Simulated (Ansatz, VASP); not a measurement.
# One calculation of SiO2, two programs

```
Si O
1.0
     4.18521    0.00000    0.00000
     0.00000    4.18521    0.00000
     0.00000    0.00000    2.66881
Si O
2 4
Direct
  0.00000 0.00000 0.00000
  0.50000 0.50000 0.50000
  0.30610 0.30610 0.00000
  0.19390 0.80610 0.50000
  0.69390 0.69390 0.00000
  0.80610 0.19390 0.50000
```

Alike in both runs: functional r2SCAN; k mesh 4 × 4 × 7; occupations tetrahedron; no spin polarisation.

Ansatz relaxed the structure, and its values are those at the end. VASP's run is a single point on that final structure, the one shown.

|  | VASP | Ansatz |
| --- | --- | --- |
| version | VASP 6.6.1 | Ansatz 0.2.0 |
| potentials or method | VASP PAW PBE potentials, release 64 (Si, O), cutoff 520 eV | PAW plane waves |
| valence electrons in the cell | 32 | 32 |

Ansatz gave:

- gap on the k mesh at the Fermi level (eV): 6.51
- pressure (GPa): 0.0
- rms of the force components (eV/Å): 0.000

Question: Which values does VASP return?

Answer: gap on the k mesh at the Fermi level (eV): 6.51; pressure (GPa): 0.4; rms of the force components (eV/Å): 0.010.

VASP's potentials were made for PBE, not for r2SCAN. With one functional, cell and mesh, what is left measures potentials, basis and numerics. Ansatz's warnings: band table not solved further, forces under tetrahedra, tetrahedron derivatives may miss energy slope.
